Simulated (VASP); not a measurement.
KTaO3:

```
CELL_PARAMETERS angstrom
3.98830 0.00000 0.00000
0.00000 3.98830 0.00000
0.00000 0.00000 3.98830
ATOMIC_POSITIONS crystal
Ta 0.00000 0.00000 0.00000
K 0.50000 0.50000 0.50000
O 0.00000 0.00000 0.50000
O 0.00000 0.50000 0.00000
O 0.50000 0.00000 0.00000
```

Base run:

| Property | Result |
| --- | --- |
| Program | VASP 6.6.1 |
| Functional | PBEsol |
| Potentials or basis | VASP PAW PBE potentials, release 64 (Ta_pv, K_sv, O) |
| Cutoff | 520 eV |
| k mesh | 7 × 7 × 7 |
| Occupations | fermi-dirac, width 0.05 eV |
| Spin | no spin polarisation |

Its results: band gap on the k mesh 2.14 eV, indirect (least direct gap 2.71 eV); pressure 0.3 GPa.

Task: The run is repeated on the same cell with these changes: hubbard terms from none to Ta d U = 5.0 eV. What comes out?

Result: Band gap on the k mesh 2.83 eV, indirect (least direct gap 3.46 eV); pressure 5.4 GPa.

The U term pushes filled and empty states of the shell apart.

Caveats: the PAW data sets were made with another functional, which shifts forces and pressure a little; spin-orbit coupling is left out, which moves the levels of the heavy elements.

A k mesh can miss the band edges.
